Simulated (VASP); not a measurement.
## KBr: single point with PBE

KBr:

```
CELL_PARAMETERS angstrom
0.00000 3.30000 3.30000
3.30000 0.00000 3.30000
3.30000 3.30000 0.00000
ATOMIC_POSITIONS crystal
Br 0.50000 0.50000 0.50000
K 0.00000 0.00000 0.00000
```

| Property | Result |
| --- | --- |
| Program | VASP 6.6.1 |
| Task | single point |
| Functional | PBE |
| Potentials or basis | VASP PAW PBE potentials, release 64 (Br, K_sv) |
| Cutoff | 520 eV |
| k mesh | 7 × 7 × 7 |
| Occupations | gaussian, width 0.012 eV |
| Spin | no spin polarisation |
| Dipole correction | no |
| Further INCAR settings | ALGO = Normal; EDIFF = 1e-06; NBANDS = 15 |

```yaml
Pressure: 0.8 GPa
Band_gap_on_the_k_mesh: 4.43 eV
```

Levels at points of the mesh, in eV from the valence-band top:
| k point | band 6 | band 7 | band 8 | band 9 | band 10 | band 11 |
| --- | --- | --- | --- | --- | --- | --- |
| (0.00, 0.00, 0.00) | 0.00 | 0.00 | 0.00 | 4.43 | 7.60 | 7.60 |

Run time: 41 s on 1 thread of AMD EPYC 7R13, with other jobs on the host, peak memory 0.18 GiB.

Caveat: an odd mesh through Γ misses points on the zone boundary, where band edges can lie.
